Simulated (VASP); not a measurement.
Input of a VASP 6.6.1 run:

Contents of INCAR:

```
PREC     = Accurate       # precision mode
ENCUT    = 520            # plane-wave cutoff, eV
EDIFF    = 1E-6           # SCF threshold, eV
ISMEAR   = 0              # smearing method
SIGMA    = 0.1            # smearing width, eV
LREAL    = F              # projectors in reciprocal space
LASPH    = T              # aspherical terms in the spheres
NELM     = 80             # most SCF steps
ALGO     = Fast           # electronic algorithm
ISIF     = 2              # what is computed and relaxed
LWAVE    = F              # write WAVECAR
LCHARG   = F              # write CHGCAR
GGA      = PS             # functional
NBANDS   = 10             # bands
```

Contents of KPOINTS:

```
regular mesh
0
Gamma
  12 12 12
```

POSCAR

```
K
1.0
    0.0000000000      3.4670367196      3.4670367196
    3.4670367196      0.0000000000      3.4670367196
    3.4670367196      3.4670367196      0.0000000000
K
1
Direct
    0.0000000000      0.0000000000      0.0000000000
```

Potentials or basis: VASP PAW PBE potentials, release 64 (K_sv).

The run is started by

```bash
$ cat potpaw_PBE.64/K_sv/POTCAR > POTCAR
$ mpirun -np 1 vasp_std > vasp.out
```

Estimate the band gap on the k mesh.

zero (an odd number of electrons rules out a gap without spin polarisation).

Estimate the pressure.

-0.4 GPa.

Caveat: the cell differs from its parent crystal (strained); the PAW data sets were made with another functional, which shifts forces and pressure a little.
